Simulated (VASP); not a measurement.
# SnO2 (Pbcn) in VASP: further runs, part 2 of 2

VASP 6.6.1. The steps go on from the part before.

### 3 Single point, LDA (13.46 Å³/atom)

This run uses another cell than the first one, of 13.46 Å³/atom.

Contents of INCAR:

```
SYSTEM = SnO2
  ALGO = Normal
  EDIFF = 1E-7
  ENCUT = 520
  GGA = CA
  ISIF = 2
  ISMEAR = 0
  LASPH = .TRUE.
  LCHARG = .TRUE.
  LELF = .TRUE.
  LREAL = .FALSE.
  LVHAR = .TRUE.
  LWAVE = .FALSE.
  NBANDS = 64
  NELM = 60
  PREC = Accurate
  SIGMA = 0.05
```

Contents of KPOINTS:

```
k-points
0
G
  6 6 6
  0 0 0
```

Contents of POSCAR:

```
SnO2
1.0
    4.8961875970      0.0000000000      0.0000000000
    0.0000000000      6.0890014221      0.0000000000
    0.0000000000      0.0000000000      5.4169851512
Sn O
4 8
Direct
    0.5000000000      0.6673419135      0.7500000000
    0.0000000000      0.8326580865      0.2500000000
    0.5000000000      0.3326580865      0.2500000000
    0.0000000000      0.1673419135      0.7500000000
    0.7309254637      0.6050162923      0.0776916535
    0.2309254637      0.8949837077      0.9223083465
    0.7690745363      0.8949837077      0.5776916535
    0.2690745363      0.6050162923      0.4223083465
    0.7309254637      0.3949837077      0.5776916535
    0.2309254637      0.1050162923      0.4223083465
    0.7690745363      0.1050162923      0.0776916535
    0.2690745363      0.3949837077      0.9223083465
```

Potentials or basis: VASP PAW LDA potentials, release 64 (Sn_d, O).

Started as:

```
$ cat potpaw_LDA.64/Sn_d/POTCAR potpaw_LDA.64/O/POTCAR > POTCAR
$ mpirun -np 1 vasp_std > vasp.out
```

OUTCAR:

```text
SYSTEM = SnO2
   EDIFF = 1E-7
   ENCUT = 520
   GGA = CA
   ISIF = 2
   ISMEAR = 0
   LASPH = .TRUE.
   LREAL = .FALSE.
   NELM = 60
   PREC = Accurate

 ion  position               nearest neighbor table
   1  0.500  0.667  0.750-   6 2.13   7 2.13   5 2.14   8 2.14   9 2.21  12 2.21   3 3.39   3 3.39

   2  0.000  0.833  0.250-   5 2.13   8 2.13   7 2.14   6 2.14  10 2.21  11 2.21   4 3.39   4 3.39

   3  0.500  0.333  0.250-  10 2.13  11 2.13   9 2.14  12 2.14   5 2.21   8 2.21   1 3.39   1 3.39

   4  0.000  0.167  0.750-   9 2.13  12 2.13  11 2.14  10 2.14   6 2.21   7 2.21   2 3.39   2 3.39

   5  0.731  0.605  0.078-   2 2.13   1 2.14   3 2.21
   6  0.231  0.895  0.922-   1 2.13   2 2.14   4 2.21
   7  0.769  0.895  0.578-   1 2.13   2 2.14   4 2.21
   8  0.269  0.605  0.422-   2 2.13   1 2.14   3 2.21
   9  0.731  0.395  0.578-   4 2.13   3 2.14   1 2.21
  10  0.231  0.105  0.422-   3 2.13   4 2.14   2 2.21
  11  0.769  0.105  0.078-   3 2.13   4 2.14   2 2.21
  12  0.269  0.395  0.922-   4 2.13   3 2.14   1 2.21

  LATTYP: Found a simple orthorhombic cell.
 ALAT       =     4.8961875970
[... 1817 lines left out ...]
     63      13.6573      0.00000
     64      13.6580      0.00000

 [... further k-points ...]

------------------------ aborting loop because EDIFF is reached ----------------------------------------

  FORCE on cell =-STRESS in cart. coord.  units (eV):
  Direction    XX          YY          ZZ          XY          YZ          ZX
  --------------------------------------------------------------------------------------
  -------------------------------------------------------------------------------------
  Total      -20.0176283    -23.4516363    -22.0932189      0.0000000      0.0000000      0.0000000
  in kB     -198.5918556   -232.6601284   -219.1834753      0.0000000      0.0000000      0.0000000
  external PRESSURE =    -216.8118198 kB  Pullay stress =       0.0000000 kB

 VOLUME and BASIS-vectors are now :
 -----------------------------------------------------------------------------
  energy-cutoff  :      520.00
  volume of cell :      161.50
      direct lattice vectors                 reciprocal lattice vectors
     4.896187597  0.000000000  0.000000000     0.204240540  0.000000000  0.000000000
     0.000000000  6.089001422  0.000000000     0.000000000  0.164230541  0.000000000
     0.000000000  0.000000000  5.416985151     0.000000000  0.000000000  0.184604530

 POSITION                                       TOTAL-FORCE (eV/Angst)
 -----------------------------------------------------------------------------------
      2.44809      4.06345      4.06274         0.000000     -0.320485     -0.000000
      0.00000      5.07006      1.35425        -0.000000      0.320485     -0.000000
      2.44809      2.02556      1.35425         0.000000      0.320485     -0.000000
      0.00000      1.01895      4.06274         0.000000     -0.320485     -0.000000
      3.57875      3.68395      0.42085        -0.271614      0.188137     -0.037501
      1.13065      5.44956      4.99613        -0.271614     -0.188137      0.037501
      3.76553      5.44956      3.12935         0.271614     -0.188137     -0.037501
      1.31744      3.68395      2.28764         0.271614      0.188137      0.037501
      3.57875      2.40506      3.12935        -0.271614     -0.188137     -0.037501
      1.13065      0.63944      2.28764        -0.271614      0.188137      0.037501
      3.76553      0.63944      0.42085         0.271614      0.188137     -0.037501
      1.31744      2.40506      4.99613         0.271614     -0.188137      0.037501
 -----------------------------------------------------------------------------------
    total drift:                                0.000000      0.000000     -0.000000

  FREE ENERGIE OF THE ION-ELECTRON SYSTEM (eV)
  ---------------------------------------------------
  free  energy   TOTEN  =       -82.7542490133 eV

  energy  without entropy=      -82.7539751775  energy(sigma->0) =      -82.75411210
```

stdout:

```text
POSCAR found type information on POSCAR SnO
 POSCAR found :  2 types and      12 ions
 scaLAPACK will be used
 LDA part: xc-table for (Slater(with rela. corr.)+CA(PZ))
 , standard interpolation
 POSCAR, INCAR and KPOINTS ok, starting setup
 FFT: planning ... GRIDC
 FFT: planning ... GRID_SOFT
 FFT: planning ... GRID
 WAVECAR not read
 entering main loop
```

Wall time 15 min (1 thread of Oxide Virtual Turin-like, shared host); peak memory 0.49 GiB.

What came out:

```
Free energy            : -82.7542 eV
Pressure               : -21.7 GPa
Largest force          : 0.333 eV/Å
Band gap on the k mesh : 0.11 eV
```

Forces in eV/Å, atoms in the order of the input:
```
Sn   0.000 -0.320  0.000
Sn   0.000  0.320  0.000
Sn   0.000  0.320  0.000
Sn   0.000 -0.320  0.000
O   -0.272  0.188 -0.038
O   -0.272 -0.188  0.038
O    0.272 -0.188 -0.038
O    0.272  0.188  0.038
O   -0.272 -0.188 -0.038
O   -0.272  0.188  0.038
O    0.272  0.188 -0.038
O    0.272 -0.188  0.038
```

Caveat: the cell stands under tension; spin-orbit coupling is left out, which moves the levels of the heavy elements.

### 4 Single point, LDA (13.46 Å³/atom)

This run uses another cell than the first one, of 13.46 Å³/atom.

Contents of INCAR:

```
  ALGO = Normal
  EDIFF = 1E-6
  ENCUT = 520
  GGA = CA
  ISIF = 2
  ISMEAR = 0
  LASPH = True
  LCHARG = False
  LREAL = False
  LWAVE = False
  NBANDS = 64
  NELM = 100
  PREC = Accurate
  SIGMA = 0.05
```

Contents of KPOINTS:

```
k-points
0
Gamma
  6 6 6
```

Edit POSCAR of step 3 so:

```diff
@@ -2,5 +2,5 @@
 1.0
-    4.8961875970      0.0000000000      0.0000000000
-    0.0000000000      6.0890014221      0.0000000000
-    0.0000000000      0.0000000000      5.4169851512
+    4.9400228659      0.0000000000      0.0000000000
+    0.0000000000      5.9814194143      0.0000000000
+    0.0000000000      0.0000000000      5.4654830889
 Sn O
```

Started as:

```
$ cat potpaw_LDA.64/Sn_d/POTCAR potpaw_LDA.64/O/POTCAR > POTCAR
$ mpirun -np 1 vasp_std > vasp.out
```

Wall time 18 min (1 thread of Oxide Virtual Turin-like, shared host); peak memory 0.5 GiB.

It converged, with:

* Free energy: -82.7666 eV
* Pressure: -21.8 GPa
* Largest force: 0.351 eV/Å
* Band gap on the k mesh: 0.10 eV

Forces on the atoms (eV/Å):
```
Sn   0.000 -0.322  0.000
Sn   0.000  0.322  0.000
Sn   0.000  0.322  0.000
Sn   0.000 -0.322  0.000
O   -0.324  0.131 -0.035
O   -0.324 -0.131  0.035
O    0.324 -0.131 -0.035
O    0.324  0.131  0.035
O   -0.324 -0.131 -0.035
O   -0.324  0.131  0.035
O    0.324  0.131 -0.035
O    0.324 -0.131  0.035
```

Stress tensor (GPa, compression positive):
```
-21.06   0.00   0.00
  0.00 -21.15   0.00
  0.00   0.00 -23.27
```

Levels at points of the mesh, in eV from the valence-band top:
| k point | band 50 | band 51 | band 52 | band 53 | band 54 | band 55 |
| --- | --- | --- | --- | --- | --- | --- |
| (0.00, 0.00, 0.00) | -0.15 | -0.09 | 0.00 | 0.10 | 4.67 | 4.72 |
| (0.50, 0.00, 0.00) | -0.22 | -0.03 | -0.03 | 3.19 | 3.19 | 3.90 |
| (0.00, 0.50, 0.00) | -0.81 | -0.07 | -0.07 | 2.76 | 2.76 | 5.30 |
| (0.50, 0.50, 0.00) | -0.57 | -0.15 | -0.15 | 3.56 | 3.56 | 4.62 |
| (0.00, 0.00, 0.50) | -0.21 | -0.18 | -0.18 | 3.07 | 3.07 | 4.77 |
| (0.50, 0.00, 0.50) | -0.18 | -0.18 | -0.18 | 3.62 | 3.62 | 3.62 |
| (0.00, 0.50, 0.50) | -0.27 | -0.27 | -0.27 | 4.09 | 4.09 | 4.09 |
| (0.50, 0.50, 0.50) | -0.29 | -0.29 | -0.29 | 4.00 | 4.00 | 4.00 |

Caveat: the cell stands under tension; spin-orbit coupling is left out, which moves the levels of the heavy elements.

### 5 Overview

| cell | gap on the mesh (eV) | pressure (GPa) | largest force (eV/Å) |
| --- | --- | --- | --- |
| a = 4.827, b = 5.690, c = 5.340 Å, 12 atoms | 0.92 | -9.0 | 0.21 |
| a = 4.896, b = 6.089, c = 5.417 Å, 12 atoms | 0.11 | -21.7 | 0.33 |
| a = 4.940, b = 5.981, c = 5.465 Å, 12 atoms | 0.10 | -21.8 | 0.35 |

Alike in all rows: task single point; level LDA; potentials or basis VASP PAW LDA potentials, release 64 (Sn_d, O); no spin polarisation; k mesh 6 × 6 × 6; cutoff (eV) 520; smearing gaussian 0.05 eV.

Caveats: the cell stands under tension; spin-orbit coupling is left out, which moves the levels of the heavy elements.

Total energies depend on the potentials used, so only differences within one code and one set of settings carry meaning.
